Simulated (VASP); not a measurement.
Set up this calculation in VASP 6.6.1, as the native input.

```
Task                   : single point
Functional             : PBE
Potentials or basis    : VASP PAW PBE potentials, release 64 (Mg, Si, N)
Cutoff                 : 520 eV
k mesh                 : 8 × 8 × 8
Occupations            : gaussian, width 0.1 eV
Spin                   : no spin polarisation
Dipole correction      : no
Further INCAR settings : ALGO = Normal; EDIFF = 1e-06; NBANDS = 20
```

The structure of MgSi4N lies in POSCAR:

```
MgSi4N
1.0
    4.8988916501      0.0000000000      0.0000000000
    0.0000000000      4.8988916501      0.0000000000
    0.0000000000      0.0000000000      4.8988916501
Mg Si N
1 4 1
Direct
    0.0000000000      0.0000000000      0.0000000000
    0.7148999760      0.7148999760      0.7148999760
    0.2851000240      0.2851000240      0.7148999760
    0.2851000240      0.7148999760      0.2851000240
    0.7148999760      0.2851000240      0.2851000240
    0.5000000000      0.5000000000      0.5000000000
```

The cell was built from a structure type or drawn by symmetry, and may not be a known phase.

These files were run (other wordings do the same):

INCAR

```
SYSTEM = MgSi4N
PREC = Accurate
ENCUT = 520
EDIFF = 1E-6
ISMEAR = 0
SIGMA = 0.1
LREAL = .FALSE.
LASPH = .TRUE.
NELM = 100
ALGO = Normal
ISIF = 2
LWAVE = .FALSE.
LCHARG = .FALSE.
GGA = PE
NBANDS = 20
```

KPOINTS

```
regular mesh
0
G
  8 8 8
  0 0 0
```

Potentials or basis: VASP PAW PBE potentials, release 64 (Mg, Si, N).

Launch:

```bash
$ cat potpaw_PBE.64/Mg/POTCAR potpaw_PBE.64/Si/POTCAR potpaw_PBE.64/N/POTCAR > POTCAR
$ mpirun -np 1 vasp_std > vasp.out
```

It gave:

- Pressure: -0.1 GPa
- Largest force: 0.024 eV/Å
- Band gap on the k mesh: zero (an odd number of electrons rules out a gap without spin polarisation)

It took 79 s on 1 thread of Intel Xeon 8259CL, with other jobs on the host, peak memory 0.25 GiB.
